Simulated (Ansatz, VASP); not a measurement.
# C in VASP and in Ansatz

Contents of INCAR:

```
SYSTEM = C
PREC = Accurate
ENCUT = 520
EDIFF = 1E-6
ISMEAR = 0
SIGMA = 0.15
LREAL = .FALSE.
LASPH = .TRUE.
NELM = 60
ALGO = Normal
ISIF = 2
LWAVE = .FALSE.
LCHARG = .FALSE.
GGA = PS
IVDW = 12
NBANDS = 16
```

The input KPOINTS:

```
Automatic mesh
0
G
  18 18 2
  0 0 0
```

The input POSCAR:

```
C
1.0
    2.3846000000      0.0000000000      0.0000000000
   -1.1923000000      2.0651241779      0.0000000000
    0.0000000000      0.0000000000     23.3593000000
C
4
Direct
    0.0000000000      0.0000000000      0.5692472725
    0.0000000000      0.0000000000      0.4307527275
    0.3333333333      0.6666666667      0.4307319445
    0.6666666667      0.3333333333      0.5692680555
```

Input for Ansatz:

```yaml
crystal:
  lattice:
    - [2.3846, 0.0, 0.0]
    - [-1.1923, 2.0651241779, 0.0]
    - [0.0, 0.0, 23.3593]
  atoms:
    - { symbol: C, position: [0.0, 0.0, 0.5692472725] }
    - { symbol: C, position: [0.0, 0.0, 0.4307527275] }
    - { symbol: C, position: [0.3333333333, 0.6666666667, 0.4307319445] }
    - { symbol: C, position: [0.6666666667, 0.3333333333, 0.5692680555] }
basis:
  ecutwfc: 520.0
kpoints:
  mp_grid: { grid: [18, 18, 2] }
hamiltonian:
  xc: pbesol
  pseudopotentials: { kind: paw, azcp: { folder: soft_1 } }
  dispersion: d3bj
scf:
  occupations: { method: gaussian, width: 0.15 }
output:
  forces: true
  stress: true
  eigenvalues: true
```

Alike in both runs: task single point; functional PBEsol; dispersion D3(BJ); k mesh 18 × 18 × 2; occupations gaussian, width 0.15 eV; no spin polarisation.

|  | VASP | Ansatz |
| --- | --- | --- |
| version | VASP 6.6.1 | Ansatz 0.2.0 |
| potentials or method | VASP PAW PBE potentials, release 64 (C), cutoff 520 eV | scalar-relativistic, plane waves, PAW |
| valence electrons in the cell | 16 | 16 |

```tsv
	VASP	Ansatz	Ansatz less VASP
gap on the k mesh at the Fermi level (eV)	none	none	-
rms of the force components (eV/Å)	0.010	0.010	0.0000
```

VASP's potentials were made for PBE, not for PBEsol, and Ansatz warns of the same on its side. Atom by atom the forces differ by 0.000 eV/Å (rms over components). A gap of «none» marks a metal or a gap that the smearing closes.
